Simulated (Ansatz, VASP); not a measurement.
**SnO2: VASP beside Ansatz**

```
Sn O
1.0
    -1.81680    1.81998    2.57165
     1.81680   -1.81998    2.57165
     1.81680    1.81998   -2.57165
Sn O
1 2
Cartesian
  0.0000 0.0000 2.5717
  1.8168 0.0000 1.2856
  0.0000 1.8200 1.2860
```

Alike in both runs: functional PBE; k mesh 18 × 18 × 18; occupations gaussian, width 0.1 eV; no spin polarisation.

Ansatz relaxed the structure, and its values are those at the end. VASP's run is a single point on that final structure, the one shown.

```csv
,VASP,Ansatz
version,VASP 6.6.1,Ansatz 0.2.0
potentials or method,"VASP PAW PBE potentials, release 64 (Sn_d, O), cutoff 520 eV","scalar-relativistic, plane waves, PAW"
valence electrons in the cell,26,26
```

VASP gave:

```
gap on the k mesh at the Fermi level (eV) : none
pressure (GPa)                            : 0.5
```

**Question.** What did Ansatz give for the same quantities?

**Answer.** gap on the k mesh at the Fermi level (eV): none; pressure (GPa): 0.0.

A gap of «none» marks a metal or a gap that the smearing closes. With one functional, cell and mesh, what is left measures potentials, basis and numerics.
